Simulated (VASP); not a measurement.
# Al: single point with LDA

Crystal: Al.

```
CELL_PARAMETERS angstrom
2.84450 0.00000 0.00000
-1.42225 2.46341 0.00000
0.00000 0.00000 4.51050
ATOMIC_POSITIONS crystal
Al 0.66667 0.33333 0.75000
Al 0.33333 0.66667 0.25000
```

* Program: VASP 6.6.1
* Task: single point
* Functional: LDA
* Potentials or basis: VASP PAW LDA potentials, release 64 (Al)
* Cutoff: 520 eV
* k mesh: 18 × 18 × 10
* Occupations: gaussian, width 0.15 eV
* Spin: no spin polarisation
* Dipole correction: no
* Further INCAR settings: ALGO = Normal; EDIFF = 1e-07; NBANDS = 10

| Item | Value |
| --- | --- |
| Pressure | 0.8 GPa |
| Band gap on the k mesh | zero (band 3 reaches 12.91 eV, above the bottom of band 4 at 4.92 eV) |

Stress tensor (GPa, compression positive):
```
0.00 0.00 0.00
0.00 0.00 0.00
0.00 0.00 2.55
```

Levels at points of the mesh, in eV from the Fermi level:
```csv
k point,band 1,band 2,band 3,band 4,band 5,band 6,band 7,band 8
"(0.00, 0.00, 0.00)",-11.41,-4.55,-4.09,10.32,10.32,10.79,10.79,12.59
"(0.50, 0.00, 0.00)",-5.58,-5.35,0.63,1.46,1.55,2.03,5.37,7.25
"(0.00, 0.00, 0.50)",-9.60,-9.60,4.08,4.08,11.64,11.64,11.64,11.64
"(0.50, 0.00, 0.50)",-4.07,-4.07,-3.33,-3.33,6.91,6.91,7.71,7.71
```

It took 30 s on 1 thread of Intel Xeon 6975P-C, on a shared host, peak memory 0.17 GiB.
